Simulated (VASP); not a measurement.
# CoSi2 (I4/mmm) in VASP: a series of runs

Runs on CoSi2. Level: PBE. Tasks: single point.

Everything below comes from runs of VASP 6.6.1. Logs are shortened: lines on timing, memory, paths and dates and some standing lists are left out, and cuts for length are marked.

### 1 The cell of the first run

It takes space group I4/mmm (No. 139, tetragonal). Conventional cell: a = 3.676 Å, b = 3.676 Å, c = 5.456 Å, α = 90.00°, β = 90.00°, γ = 90.00°. Within 3.0 Å of Co (site symmetry 4/mmm) lie 8 Si at 2.29 Å. Si (site symmetry -4m2) has 4 Co at 2.29 Å and 6 Si at 2.60 to 2.73 Å within 3.0 Å.

### 2 Single point, PBE (biaxial strain in the a-b plane: -3.0 %)

INCAR

```
ALGO     = Normal         # electronic algorithm
EDIFF    = 1E-6           # SCF threshold, eV
ENCUT    = 520            # plane-wave cutoff, eV
GGA      = PE             # functional
ISIF     = 2              # what is computed and relaxed
ISMEAR   = 0              # smearing method
LASPH    = T              # aspherical terms in the spheres
LCHARG   = T              # write CHGCAR
LELF     = T              # ELF
LREAL    = F              # projectors in reciprocal space
LVHAR    = T            
LWAVE    = F              # write WAVECAR
NBANDS   = 26             # bands
NELM     = 80             # most SCF steps
PREC     = Accurate       # precision mode
SIGMA    = 0.1            # smearing width, eV
```

KPOINTS

```
k-points
0
Gamma
  10 10 8
```

POSCAR

```
CoSi2
1.0
    2.5995408866      2.5995408866      0.0000000000
   -2.5995408866      2.5995408866      0.0000000000
    0.0000000000      0.0000000000      5.4563559228
Co Si
2 4
Direct
    0.0000000000      0.0000000000      0.0000000000
    0.5000000000      0.5000000000      0.5000000000
    0.0000000000      0.5000000000      0.7500000000
    0.5000000000      0.0000000000      0.7500000000
    0.5000000000      0.0000000000      0.2500000000
    0.0000000000      0.5000000000      0.2500000000
```

Potentials or basis: VASP PAW PBE potentials, release 64 (Co, Si).

On the command line:

```sh
> cat potpaw_PBE.64/Co/POTCAR potpaw_PBE.64/Si/POTCAR > POTCAR
> mpirun -np 1 vasp_std > vasp.out
```

OUTCAR:

```text
EDIFF = 1E-6
   ENCUT = 520
   GGA = PE
   ISIF = 2
   ISMEAR = 0
   LASPH = T
   LREAL = F
   NELM = 80
   PREC = Accurate

 ion  position               nearest neighbor table
   1  0.000  0.000  0.000-   3 2.29   4 2.29   5 2.29   6 2.29   3 2.29   6 2.29   4 2.29   5 2.29

   2  0.500  0.500  0.500-   3 2.29   4 2.29   5 2.29   6 2.29   4 2.29   5 2.29   3 2.29   6 2.29

   3  0.000  0.500  0.750-   1 2.29   2 2.29   1 2.29   2 2.29   4 2.60   4 2.60   4 2.60   4 2.60
                             6 2.73   6 2.73
   4  0.500  0.000  0.750-   1 2.29   2 2.29   2 2.29   1 2.29   3 2.60   3 2.60   3 2.60   3 2.60
                             5 2.73   5 2.73
   5  0.500  0.000  0.250-   1 2.29   2 2.29   2 2.29   1 2.29   6 2.60   6 2.60   6 2.60   6 2.60
                             4 2.73   4 2.73
   6  0.000  0.500  0.250-   1 2.29   2 2.29   1 2.29   2 2.29   5 2.60   5 2.60   5 2.60   5 2.60
                             3 2.73   3 2.73

  LATTYP: Found a simple tetragonal cell.
 ALAT       =     3.6763059778
 C/A-ratio  =     1.4841952644

  Lattice vectors:

 A1 = (   2.5995408866,   2.5995408866,   0.0000000000)
 A2 = (  -2.5995408866,   2.5995408866,   0.0000000000)
 A3 = (   0.0000000000,   0.0000000000,   5.4563559228)

Analysis of symmetry for initial positions (statically):
=====================================================================
 Subroutine PRICEL returns following result:

  LATTYP: Found a body centered tetragonal cell.
 ALAT       =     3.6763059778
 C/A-ratio  =     1.4841952644

  Lattice vectors:

 A1 = (   2.5995408866,   0.0000000000,  -2.7281779614)
 A2 = (  -2.5995408866,   0.0000000000,  -2.7281779614)
 A3 = (   0.0000000000,   2.5995408866,   2.7281779614)

   2 primitive cells build up your supercell.

 Routine SETGRP: Setting up the symmetry group for a
 simple tetragonal supercell.

 Subroutine GETGRP returns: Found 16 space group operations
 (whereof 16 operations were pure point group operations)
 out of a pool of 16 trial point group operations.

The static configuration has the point symmetry D_4h.

Analysis of symmetry for dynamics (positions and initial velocities):
=====================================================================
 Subroutine PRICEL returns following result:

  LATTYP: Found a body centered tetragonal cell.
 ALAT       =     3.6763059778
 C/A-ratio  =     1.4841952644

  Lattice vectors:

[... 115 lines left out ...]
   EDIFF  = 0.1E-05   stopping-criterion for ELM
   LREAL  =      F    real-space projection
   EDIFFG = 0.1E-04   stopping-criterion for IOM
   NSW    =      0    number of steps for IOM
   IBRION =     -1    ionic relax: 0-MD 1-quasi-New 2-CG
   NFREE  =      0    steps in history (QN), initial steepest desc. (CG)
   ISIF   =      2    stress and relaxation
   ISYM   =      2    0-nonsym 1-usesym 2-fastsym
   POTIM  = 0.5000    time-step for ionic-motion
   TEBEG  =    0.0;   TEEND  =   0.0 temperature during run
   PSTRESS=    0.0 pullay stress
   NELECT =      34.0000    total number of electrons
   NUPDOWN=      -1.0000    fix difference up-down
   EMIN   =  10.00;   EMAX   =-10.00  energy-range for DOS
   EFERMI =   0.00;   METHOD = LEGACY
   ISMEAR =     0;   SIGMA  =   0.10  broadening in eV -4-tet -1-fermi 0-gaus
   EFERMI_NEDOS =   21; number of points for ismear=-14 and -15
   IALGO  =     38    algorithm
   IMIX   =      4    mixing-type and parameters
     AMIX     =   0.40;   BMIX     =  1.00
     AMIX_MAG =   1.60;   BMIX_MAG =  1.00
  volume/ion in A,a.u.               =      12.29        82.94
  Fermi-wavevector in a.u.,A,eV,Ry     =   1.264714  2.389964 21.762554  1.599503
  Thomas-Fermi vector in A             =   2.398005
   LORBIT       =      0    0 simple, 1 ext, 2 COOP (PROOUT), +10 PAW based schemes
   GGA     = PE    functional components
   LHFCALC =     F    Hartree Fock is set to
   AEXX    =    0.0000 exact exchange contribution
   IVDW    =     0    specifies the selected vdW correction
   LEPSILON=     F    determine dielectric tensor
   LRPA    =     F    only Hartree local field effects (RPA)
 non-spin polarized calculation
 Gauss-broadening in eV      SIGMA  =   0.10
  energy-cutoff  :      520.00
  volume of cell :       73.74
 maximum number of plane-waves:      2020
 NGX is ok and might be reduce to    28
   NGX = 13   NGY = 13   NGZ = 21

 number of electron      33.9999988 magnetization

 Free energy of the ion-electron system (eV)
  ---------------------------------------------------
  ext. energy  EPLUGINS =         0.00000000
  ---------------------------------------------------
  free energy    TOTEN  =       -38.48448105 eV

  energy without entropy =      -38.47538094  energy(sigma->0) =      -38.47993100

 E-fermi :  10.6477     XC(G=0): -11.9363

 val. band max:       10.6407241299   @ k =   0.2000   0.1000   0.1250
 cond. band min:      10.6583939161   @ k =   0.2000   0.2000   0.0000
 fundamental gap:      0.0176697862
 Fermi energy:        10.6476659112

 k-point     1 :       0.0000    0.0000    0.0000
  band No.  band energies     occupation
      1      -2.8025      2.00000
      2       0.9587      2.00000
      3       3.1941      2.00000
      4       4.4995      2.00000
      5       6.3219      2.00000
      6       6.3219      2.00000
[... 685 lines left out ...]
     25      16.1806      0.00000
     26      16.7985      0.00000

 [... further k-points ...]

------------------------ aborting loop because EDIFF is reached ----------------------------------------

  FORCE on cell =-STRESS in cart. coord.  units (eV):
  Direction    XX          YY          ZZ          XY          YZ          ZX
  --------------------------------------------------------------------------------------
  -------------------------------------------------------------------------------------
  Total        4.6465629      4.6465629      2.4478510      0.0000000      0.0000000     -0.0000000
  in kB      100.9523450    100.9523450     53.1825995      0.0000000      0.0000000     -0.0000000
  external PRESSURE =      85.0290965 kB  Pullay stress =       0.0000000 kB

 VOLUME and BASIS-vectors are now :
 -----------------------------------------------------------------------------
  energy-cutoff  :      520.00
  volume of cell :       73.74
      direct lattice vectors                 reciprocal lattice vectors
     2.599540887  2.599540887  0.000000000     0.192341656  0.192341656  0.000000000
    -2.599540887  2.599540887  0.000000000    -0.192341656  0.192341656  0.000000000
     0.000000000  0.000000000  5.456355923     0.000000000  0.000000000  0.183272502

 POSITION                                       TOTAL-FORCE (eV/Angst)
 -----------------------------------------------------------------------------------
      0.00000      0.00000      0.00000         0.000000      0.000000      0.000000
      0.00000      2.59954      2.72818         0.000000      0.000000     -0.000000
     -1.29977      1.29977      4.09227        -0.000000     -0.000000      0.000000
      1.29977      1.29977      4.09227        -0.000000     -0.000000      0.000000
      1.29977      1.29977      1.36409        -0.000000     -0.000000      0.000000
     -1.29977      1.29977      1.36409        -0.000000     -0.000000      0.000000
 -----------------------------------------------------------------------------------
    total drift:                               -0.000000      0.000000      0.000000

  FREE ENERGIE OF THE ION-ELECTRON SYSTEM (eV)
  ---------------------------------------------------
  free  energy   TOTEN  =       -38.4844810524 eV

  energy  without entropy=      -38.4753809388  energy(sigma->0) =      -38.47993100
```

It took 82 s on 1 thread of Intel Xeon 6975P-C (Granite Rapids), shared host; peak memory 0.29 GiB.

Results:

```yaml
Free_energy: -38.4845 eV
Pressure: 8.5 GPa
Band_gap_on_the_k_mesh: zero (bands 17 and 18 overlap by 3.53 eV)
```

Levels at points of the mesh, in eV from the Fermi level:
| k point | band 15 | band 16 | band 17 | band 18 | band 19 | band 20 |
| --- | --- | --- | --- | --- | --- | --- |
| (0.00, 0.00, 0.00) | -1.38 | 1.19 | 1.99 | 3.08 | 3.09 | 3.36 |
| (0.50, 0.00, 0.00) | -1.30 | -1.30 | 0.44 | 0.44 | 2.90 | 2.90 |
| (0.50, 0.50, 0.00) | -1.90 | -1.90 | -1.41 | -1.41 | 1.63 | 1.63 |
| (0.00, 0.00, 0.50) | -0.29 | -0.29 | -0.29 | -0.29 | 1.80 | 1.80 |
| (0.50, 0.00, 0.50) | -0.70 | -0.70 | -0.31 | -0.31 | 2.89 | 2.89 |
| (0.50, 0.50, 0.50) | -1.46 | -1.46 | -0.82 | -0.82 | 3.59 | 3.59 |

Caveat: the cell differs from its parent crystal (biaxial strain in the a-b plane: -3.0 %); the cell stands under pressure; the run has no spin polarisation, though such a crystal can be magnetic. Spin polarisation is off, so any magnetic state and its effect on volume and gap are missing.

### 3 Single point, PBE (biaxial strain in the a-b plane: -1.5 %)

INCAR

```
PREC = Accurate ; ENCUT = 520
EDIFF = 1E-6 ; ISMEAR = 0
SIGMA = 0.1 ; LREAL = False
LASPH = True ; NELM = 100
ALGO = Normal ; ISIF = 2
LWAVE = False ; LCHARG = False
GGA = PE ; NBANDS = 26
```

KPOINTS

```
regular mesh
0
Gamma
  10 10 8
```

Changes to POSCAR since step 2:

```diff
@@ -2,5 +2,5 @@
 1.0
-    2.5995408866      2.5995408866      0.0000000000
-   -2.5995408866      2.5995408866      0.0000000000
-    0.0000000000      0.0000000000      5.4563559228
+    2.6397399725      2.6397399725      0.0000000000
+   -2.6397399725      2.6397399725      0.0000000000
+    0.0000000000      0.0000000000      5.4081170198
 Co Si
```

Potentials or basis: VASP PAW PBE potentials, release 64 (Co, Si).

On the command line:

```sh
> cat potpaw_PBE.64/Co/POTCAR potpaw_PBE.64/Si/POTCAR > POTCAR
> mpirun -np 1 vasp_std > vasp.out
```

Wall time 92 s (1 thread of Intel Xeon 6975P-C (Granite Rapids), shared host); peak memory 0.3 GiB.

It converged, with:

- Free energy: -38.5730 eV
- Pressure: 3.9 GPa
- Band gap on the k mesh: zero (bands 17 and 18 overlap by 3.27 eV)

Stress tensor (GPa, compression positive):
```
4.64 0.00 0.00
0.00 4.64 0.00
0.00 0.00 2.43
```

Levels at points of the mesh, in eV from the Fermi level:
| k point | band 13 | band 14 | band 15 | band 16 | band 17 | band 18 | band 19 | band 20 | band 21 | band 22 |
| --- | --- | --- | --- | --- | --- | --- | --- | --- | --- | --- |
| (0.00, 0.00, 0.00) | -2.02 | -1.91 | -1.35 | 0.96 | 1.77 | 3.02 | 3.28 | 3.38 | 3.38 | 3.55 |
| (0.50, 0.00, 0.00) | -1.55 | -1.55 | -1.18 | -1.18 | 0.36 | 0.36 | 2.69 | 2.69 | 4.14 | 4.14 |
| (0.50, 0.50, 0.00) | -1.93 | -1.93 | -1.92 | -1.92 | -1.37 | -1.37 | 1.60 | 1.60 | 2.91 | 2.91 |
| (0.00, 0.00, 0.50) | -0.42 | -0.42 | -0.30 | -0.30 | -0.30 | -0.30 | 1.59 | 1.59 | 3.27 | 3.27 |
| (0.50, 0.00, 0.50) | -1.66 | -1.66 | -0.57 | -0.57 | -0.39 | -0.39 | 2.78 | 2.78 | 3.42 | 3.42 |
| (0.50, 0.50, 0.50) | -1.92 | -1.92 | -1.45 | -1.45 | -0.74 | -0.74 | 3.60 | 3.60 | 3.60 | 3.60 |

Caveat: the cell differs from its parent crystal (biaxial strain in the a-b plane: -1.5 %); the cell stands under pressure; the run has no spin polarisation, though such a crystal can be magnetic. Spin polarisation is off, so any magnetic state and its effect on volume and gap are missing.
